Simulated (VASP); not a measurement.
# SnO2 (Immm) in VASP: further runs, part 3 of 3

VASP 6.6.1.

### 5 Single point, PBE (strain +0.0050 x Voigt [0, 0, 0, 0, 0, 1])

The input, INCAR:

```
PREC = Accurate
ENCUT = 520
EDIFF = 1E-6
ISMEAR = 0
SIGMA = 0.15
LREAL = F
LASPH = T
NELM = 80
ALGO = Normal
ISIF = 2
LWAVE = F
LCHARG = F
GGA = PE
NBANDS = 20
```

The input, KPOINTS:

```
regular mesh
0
Gamma
  16 16 16
```

The input, POSCAR:

```
SnO2
1.0
    0.0064291311      2.5716524213      2.5716524213
    2.5716524213      0.0064291311      2.5716524213
    2.5780815524      2.5780815524      0.0000000000
Sn O
1 2
Direct
    0.0000000000      0.0000000000      0.0000000000
    0.2500000000      0.2500000000      0.2500000000
    0.7500000000      0.7500000000      0.7500000000
```

Potentials or basis: VASP PAW PBE potentials, release 64 (Sn_d, O).

The run is started by

```bash
> cat potpaw_PBE.64/Sn_d/POTCAR potpaw_PBE.64/O/POTCAR > POTCAR
> mpirun -np 1 vasp_std > vasp.out
```

OUTCAR:

```text
PREC = Accurate
   ENCUT = 520
   EDIFF = 1E-6
   ISMEAR = 0
   LREAL = F
   LASPH = T
   NELM = 80
   ISIF = 2
   GGA = PE

 ion  position               nearest neighbor table
   1  0.000  0.000  0.000-   3 2.22   3 2.22   2 2.22   2 2.22   3 2.23   2 2.23   3 2.23   2 2.23

   2  0.250  0.250  0.250-   1 2.22   1 2.22   1 2.23   1 2.23
   3  0.750  0.750  0.750-   1 2.22   1 2.22   1 2.23   1 2.23

  LATTYP: Found a body centered orthorhombic cell.
 ALAT       =     3.6277735675
 B/A-ratio  =     1.0050125314
 C/A-ratio  =     1.4177579573

  Lattice vectors:

 A1 = (   2.5716524213,   0.0064291311,  -2.5716524213)
 A2 = (  -2.5716524213,  -0.0064291311,  -2.5716524213)
 A3 = (   0.0064291311,   2.5716524213,   2.5716524213)

Analysis of symmetry for initial positions (statically):
=====================================================================
 Subroutine PRICEL returns:
 Original cell was already a primitive cell.

 Routine SETGRP: Setting up the symmetry group for a
 body centered orthorhombic supercell.

 Subroutine GETGRP returns: Found  8 space group operations
 (whereof  8 operations were pure point group operations)
 out of a pool of  8 trial point group operations.

The static configuration has the point symmetry D_2h.

Analysis of symmetry for dynamics (positions and initial velocities):
=====================================================================
 Subroutine PRICEL returns:
 Original cell was already a primitive cell.

 Routine SETGRP: Setting up the symmetry group for a
 body centered orthorhombic supercell.

 Subroutine GETGRP returns: Found  8 space group operations
 (whereof  8 operations were pure point group operations)
 out of a pool of  8 trial point group operations.

The dynamic configuration has the point symmetry D_2h.

 Subroutine INISYM returns: Found  8 space group operations
 (whereof  8 operations are pure point group operations),
 and found     1 'primitive' translations

----------------------------------------------------------------------------------------

                                     Primitive cell

  volume of cell :      34.0145

  direct lattice vectors                    reciprocal lattice vectors
     0.006429131  2.571652421  2.571652421    -0.194914806  0.194914806  0.194427519
     2.571652421  0.006429131  2.571652421     0.194914806 -0.194914806  0.194427519
     2.578081552  2.578081552  0.000000000     0.193942662  0.193942662 -0.194427519

  length of vectors
     3.636871415  3.636871415  3.645957896     0.337321247  0.337321247  0.336198710

  position of ions in fractional coordinates (direct lattice)
     0.000000000  0.000000000  0.000000000
     0.250000000  0.250000000  0.250000000
     0.750000000  0.750000000  0.750000000

  ion indices of the primitive-cell ions
   primitive index   ion index
                 1           1
                 2           2
                 3           3

----------------------------------------------------------------------------------------

 KPOINTS: regular mesh

Automatic generation of k-mesh.
 Grid dimensions read from file:
 generate k-points for:   16   16   16

 Generating k-lattice:

  Cartesian coordinates                     Fractional coordinates (reciprocal lattice)
    -0.012182175  0.012182175  0.012151720     0.062500000 -0.000000000  0.000000000
     0.012182175 -0.012182175  0.012151720    -0.000000000  0.062500000  0.000000000
     0.012121416  0.012121416 -0.012151720     0.000000000  0.000000000  0.062500000

  Length of vectors
     0.021082578  0.021082578  0.021012419

  Shift w.r.t. Gamma in fractional coordinates (k-lattice)
     0.000000000  0.000000000  0.000000000

 Subroutine IBZKPT returns following result:
 ===========================================

 Found    621 irreducible k-points:

 Following reciprocal coordinates:
            Coordinates               Weight
  0.000000  0.000000  0.000000      1.000000
  0.062500  0.000000  0.000000      4.000000
  0.125000  0.000000  0.000000      4.000000
  0.187500 -0.000000  0.000000      4.000000
  0.250000  0.000000  0.000000      4.000000
  0.312500  0.000000  0.000000      4.000000
[... 16 lines left out ...]
 -0.125000  0.062500  0.000000      4.000000
 -0.062500  0.062500  0.000000      2.000000
 [... further k-points ...]
   k-points           NKPTS =    621   k-points in BZ     NKDIM =    621   number of bands    NBANDS=     20
   number of dos      NEDOS =    301   number of ions     NIONS =      3
   total plane-waves  NPLWV =  21952
   dimension x,y,z NGX =    28 NGY =   28 NGZ =   28
   dimension x,y,z NGXF=    56 NGYF=   56 NGZF=   56
   ions per type =               1   2
   NGX,Y,Z   is equivalent  to a cutoff of  12.80, 12.80, 12.77 a.u.
   NGXF,Y,Z  is equivalent  to a cutoff of  25.60, 25.60, 25.53 a.u.
 SYSTEM =  unknown system
   PREC   = accura    normal or accurate (medium, high low for compatibility)
   ISTART =      0    job   : 0-new  1-cont  2-samecut
   ICHARG =      2    charge: 1-file 2-atom 10-const
   ISPIN  =      1    spin polarized calculation?
   LNONCOLLINEAR =      F non collinear calculations
   LSORBIT =      F    spin-orbit coupling
   LASPH  =      T    aspherical Exc in radial PAW
   ENCUT  =  520.0 eV  38.22 Ry    6.18 a.u.   6.76  6.76  6.78*2*pi/ulx,y,z
   NELM   =     80;   NELMIN=  2; NELMDL= -5     # of ELM steps
   EDIFF  = 0.1E-05   stopping-criterion for ELM
   LREAL  =      F    real-space projection
   EDIFFG = 0.1E-04   stopping-criterion for IOM
   NSW    =      0    number of steps for IOM
   IBRION =     -1    ionic relax: 0-MD 1-quasi-New 2-CG
   NFREE  =      0    steps in history (QN), initial steepest desc. (CG)
   ISIF   =      2    stress and relaxation
   ISYM   =      2    0-nonsym 1-usesym 2-fastsym
   POTIM  = 0.5000    time-step for ionic-motion
   TEBEG  =    0.0;   TEEND  =   0.0 temperature during run
   PSTRESS=    0.0 pullay stress
   NELECT =      26.0000    total number of electrons
   NUPDOWN=      -1.0000    fix difference up-down
   EMIN   =  10.00;   EMAX   =-10.00  energy-range for DOS
   EFERMI =   0.00;   METHOD = LEGACY
   ISMEAR =     0;   SIGMA  =   0.15  broadening in eV -4-tet -1-fermi 0-gaus
   EFERMI_NEDOS =   21; number of points for ismear=-14 and -15
   IALGO  =     38    algorithm
   IMIX   =      4    mixing-type and parameters
     AMIX     =   0.40;   BMIX     =  1.00
     AMIX_MAG =   1.60;   BMIX_MAG =  1.00
  volume/ion in A,a.u.               =      11.34        76.51
  Fermi-wavevector in a.u.,A,eV,Ry     =   1.496849  2.828634 30.484617  2.240556
  Thomas-Fermi vector in A             =   2.608812
   LORBIT       =      0    0 simple, 1 ext, 2 COOP (PROOUT), +10 PAW based schemes
   GGA     = PE    functional components
   LHFCALC =     F    Hartree Fock is set to
   AEXX    =    0.0000 exact exchange contribution
   IVDW    =     0    specifies the selected vdW correction
   LEPSILON=     F    determine dielectric tensor
   LRPA    =     F    only Hartree local field effects (RPA)
 non-spin polarized calculation
 Gauss-broadening in eV      SIGMA  =   0.15
  energy-cutoff  :      520.00
  volume of cell :       34.01
 maximum number of plane-waves:       941
   NGX = 13   NGY = 13   NGZ = 13

 number of electron      25.9999990 magnetization

 Free energy of the ion-electron system (eV)
  ---------------------------------------------------
  ext. energy  EPLUGINS =         0.00000000
  ---------------------------------------------------
  free energy    TOTEN  =       -17.91671367 eV

  energy without entropy =      -17.91645697  energy(sigma->0) =      -17.91658532

 E-fermi :   7.5986     XC(G=0): -11.6785

 val. band max:        7.3901042816   @ k =  -0.2500   0.5000   0.2500
 cond. band min:       7.7748349530   @ k =   0.0000   0.0000   0.0625
 fundamental gap:      0.3847306715
 Fermi energy:         7.5986001704

 k-point     1 :       0.0000    0.0000    0.0000
  band No.  band energies     occupation
      1     -13.1767      2.00000
      2     -13.1764      2.00000
      3     -13.1756      2.00000
      4     -13.0506      2.00000
      5     -13.0506      2.00000
      6     -11.9328      2.00000
[... 12 lines left out ...]
     19      22.4938      0.00000
[... 513 lines left out ...]
      4     -13.0529      2.00000
      5     -13.0490      2.00000
      6     -11.8326      2.00000
[... 12 lines left out ...]
     19      22.4693      0.00000
     20      22.5655      0.00000

 [... further k-points ...]

------------------------ aborting loop because EDIFF is reached ----------------------------------------

  FORCE on cell =-STRESS in cart. coord.  units (eV):
  Direction    XX          YY          ZZ          XY          YZ          ZX
  --------------------------------------------------------------------------------------
  -------------------------------------------------------------------------------------
  Total        0.1188760      0.1188760      0.1187863     -0.0166405      0.0000000      0.0000000
  in kB        5.5993880      5.5993880      5.5951656     -0.7838151      0.0000000      0.0000000
  external PRESSURE =       5.5979805 kB  Pullay stress =       0.0000000 kB

 VOLUME and BASIS-vectors are now :
 -----------------------------------------------------------------------------
  energy-cutoff  :      520.00
  volume of cell :       34.01
      direct lattice vectors                 reciprocal lattice vectors
     0.006429131  2.571652421  2.571652421    -0.194914806  0.194914806  0.194427519
     2.571652421  0.006429131  2.571652421     0.194914806 -0.194914806  0.194427519
     2.578081552  2.578081552  0.000000000     0.193942662  0.193942662 -0.194427519

 POSITION                                       TOTAL-FORCE (eV/Angst)
 -----------------------------------------------------------------------------------
      0.00000      0.00000      0.00000         0.000000      0.000000     -0.000000
      1.28904      1.28904      1.28583         0.000000      0.000000     -0.011082
      3.86712      3.86712      3.85748        -0.000000     -0.000000      0.011082
 -----------------------------------------------------------------------------------
    total drift:                               -0.000000     -0.000000      0.000000

  FREE ENERGIE OF THE ION-ELECTRON SYSTEM (eV)
  ---------------------------------------------------
  free  energy   TOTEN  =       -17.9167136664 eV

  energy  without entropy=      -17.9164569722  energy(sigma->0) =      -17.91658532
```

stdout:

```text
POSCAR found type information on POSCAR SnO
 POSCAR found :  2 types and       3 ions
 scaLAPACK will be used
 LDA part: xc-table for (Slater+PW92), standard interpolation
 POSCAR, INCAR and KPOINTS ok, starting setup
 FFT: planning ... GRIDC
 FFT: planning ... GRID_SOFT
 FFT: planning ... GRID
 WAVECAR not read
 entering main loop
```

It took 2.5 min on 1 thread of Intel Xeon 6975P-C (Granite Rapids), shared host; peak memory 0.46 GiB.

Results:

| Quantity | Value |
| --- | --- |
| Free energy | -17.9167 eV |
| Pressure | 0.6 GPa |
| Largest force | 0.011 eV/Å |
| Band gap on the k mesh | zero (bands 13 and 14 overlap by 0.16 eV) |

Forces in eV/Å, atoms in the order of the input:
```
Sn   0.000  0.000  0.000
O    0.000  0.000 -0.011
O    0.000  0.000  0.011
```

Caveat: the cell differs from its parent crystal (strain +0.0050 x Voigt [0, 0, 0, 0, 0, 1]); semilocal functionals underestimate gaps, and a narrow one can read as zero; spin-orbit coupling is left out, which moves the levels of the heavy elements.

### 6 The runs side by side

```csv
cell,gap on the mesh (eV),pressure (GPa),largest force (eV/Å)
"a = 3.637, b = 3.637, c = 3.600 Å, angles 60.3, 60.3, 60.7°, 3 atoms",none,0.6,0.04
"a = 3.637, b = 3.637, c = 3.664 Å, angles 59.8, 59.8, 59.5°, 3 atoms",none,0.6,0.03
"a = 3.637, b = 3.637, c = 3.619 Å, angles 60.2, 60.2, 60.3°, 3 atoms",none,0.5,0.02
"a = 3.637, b = 3.637, c = 3.646 Å, angles 59.9, 59.9, 59.8°, 3 atoms",none,0.6,0.01
```

Alike in all rows: task single point; level PBE; potentials or basis VASP PAW PBE potentials, release 64 (Sn_d, O); no spin polarisation; k mesh 16 × 16 × 16; cutoff (eV) 520; smearing gaussian 0.15 eV.

Caveats: semilocal functionals underestimate gaps, and a narrow one can read as zero; spin-orbit coupling is left out, which moves the levels of the heavy elements.

Total energies depend on the potentials used, so only differences within one code and one set of settings carry meaning.

The gap in the log of VASP goes by the Fermi energy; the results here count the filled bands.